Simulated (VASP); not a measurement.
Wanted: the native input for a VASP 6.6.1 run.

| Item | Value |
| --- | --- |
| Task | single point |
| Functional | PBEsol |
| Dispersion | D3(BJ) |
| Potentials or basis | VASP PAW PBE potentials, release 64 (Sc_sv) |
| Cutoff | 500 eV |
| k mesh | 10 × 10 × 10 |
| Occupations | fermi-dirac, width 0.1 eV |
| Spin | collinear spin |
| Starting moments | [0.99] μB |
| Hubbard terms | Sc d U = 4.5 eV |
| Dipole correction | no |
| Further INCAR settings | ALGO = Normal; EDIFF = 1e-06; NBANDS = 16 |

The structure of Sc lies in POSCAR:

```
Sc
1.0
    3.1961226510      0.0000000000      0.0000000000
    1.5980613255      2.7679234094      0.0000000000
    1.5980613255      0.9226411365      2.6096232168
Sc
1
Direct
    0.0000000000      0.0000000000      0.0000000000
```

This isn't the form of Sc at room conditions, which is hcp.

The input as run:

INCAR

```
PREC     = Accurate       # precision mode
ENCUT    = 500            # plane-wave cutoff, eV
EDIFF    = 1E-6           # SCF threshold, eV
ISMEAR   = -1             # smearing method
SIGMA    = 0.1            # smearing width, eV
LREAL    = False          # projectors in reciprocal space
LASPH    = True           # aspherical terms in the spheres
NELM     = 200            # most SCF steps
ALGO     = Normal         # electronic algorithm
ISIF     = 2              # what is computed and relaxed
LWAVE    = False          # write WAVECAR
LCHARG   = False          # write CHGCAR
ISPIN    = 2              # spin polarisation
MAGMOM   = 0.99           # initial moments
LORBIT   = 11             # projections on sites
LMAXMIX  = 4              # l up to which the mixer works
LDAU     = True           # DFT+U
LDAUTYPE = 2            
LDAUL    = 2              # shell
LDAUU    = 4.5            # U, eV
LDAUJ    = 0            
LDAUPRINT= 1            
GGA      = PS             # functional
IVDW     = 12             # dispersion correction
NBANDS   = 16             # bands
GGA_COMPAT= False
```

KPOINTS

```
Automatic mesh
0
Gamma
  10 10 10
```

Potentials or basis: VASP PAW PBE potentials, release 64 (Sc_sv).

The run is started by

```bash
$ cat potpaw_PBE.64/Sc_sv/POTCAR > POTCAR
$ mpirun -np 1 vasp_std > vasp.out
```

Results of the run:

The pressure is 8.8 GPa, the net moment is 0.01 μB per cell and the valence electrons inside the program's atomic spheres are Sc 9.28. The dispersion energy per atom is -0.426 eV.

Caveat: the cell stands under pressure; the PAW data sets were made with another functional, which shifts forces and pressure a little; the U is typed as a test and isn't derived for this compound.

It took 58 s on 1 thread of Intel(R) Xeon(R) Platinum 8259CL CPU @ 2.50GHz (Skylake/Cascade Lake) (shared host), peak memory 0.17 GiB.
